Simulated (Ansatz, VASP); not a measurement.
Two plane-wave programs on Cu

```
CELL_PARAMETERS angstrom
2.51709 0.00000 0.00000
-1.25854 2.17986 0.00000
0.00000 0.00000 4.08497
ATOMIC_POSITIONS crystal
Cu 0.66667 0.33333 0.75000
Cu 0.33333 0.66667 0.25000
```

Alike in both runs: task single point; functional PBE0; k mesh 8 × 8 × 4; occupations fermi-dirac, width 0.05 eV; no spin polarisation.

```csv
,VASP,Ansatz
version,VASP 6.6.1,Ansatz 0.2.0
potentials or method,"VASP PAW PBE potentials, release 64 (Cu)",Ansatz PAW
plane-wave cutoff (eV),520,420
valence electrons in the cell,22,38
```

```tsv
	VASP	Ansatz	Ansatz less VASP
gap on the k mesh at the Fermi level (eV)	none	none	-
pressure (GPa)	11.2	10.7	-0.54
traceless stress, the component that is largest in VASP (GPa)	0.01	-5.15	-5.158
```

A gap of «none» marks a metal or a gap that the smearing closes. VASP's potentials hold 22 valence electrons a cell and Ansatz's 38, so a difference there can come from the potentials and not from the codes.

The k mesh is coarse, so the values compare programs but aren't converged.
